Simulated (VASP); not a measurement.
Write the native input for VASP 6.6.1 that does the following.

```yaml
Task: single point
Functional: LDA
Potentials_or_basis: VASP PAW LDA potentials, release 64 (Ga_d, P)
Cutoff: 520 eV
k_mesh: 8 × 8 × 8
Occupations: gaussian, width 0.02 eV
Spin: no spin polarisation
Dipole_correction: no
Further_INCAR_settings: ALGO = Normal; EDIFF = 1e-07; NBANDS = 16
```

The structure of GaP (de600) lies in POSCAR:

```
GaP
1.0
    0.0000000000      2.6956990820      2.6956990820
    2.6956990820      0.0000000000      2.6956990820
    2.6956990820      2.6956990820      0.0000000000
Ga P
1 1
Direct
    0.0000000000      0.0000000000      0.0000000000
    0.7500000000      0.7500000000      0.7500000000
```

One way to write it, as run:

INCAR

```
SYSTEM = GaP
PREC = Accurate ; ENCUT = 520
EDIFF = 1E-7 ; ISMEAR = 0
SIGMA = 0.02 ; LREAL = .FALSE.
LASPH = .TRUE. ; NELM = 80
ALGO = Normal ; ISIF = 2
LWAVE = .FALSE. ; LCHARG = .FALSE.
NBANDS = 16
```

KPOINTS

```
regular mesh
0
G
  8 8 8
  0 0 0
```

Potentials or basis: VASP PAW LDA potentials, release 64 (Ga_d, P).

The run is started by

```sh
$ cat potpaw_LDA.64/Ga_d/POTCAR potpaw_LDA.64/P/POTCAR > POTCAR
$ mpirun -np 1 vasp_std > vasp.out
```

It gave:

The pressure is 0.1 GPa. The band gap on the k mesh is 1.43 eV, indirect (least direct gap 1.91 eV).

It took 6.8 s on 1 thread of Intel(R) Xeon(R) 6975P-C (Granite Rapids), on a shared host, peak memory 0.14 GiB.
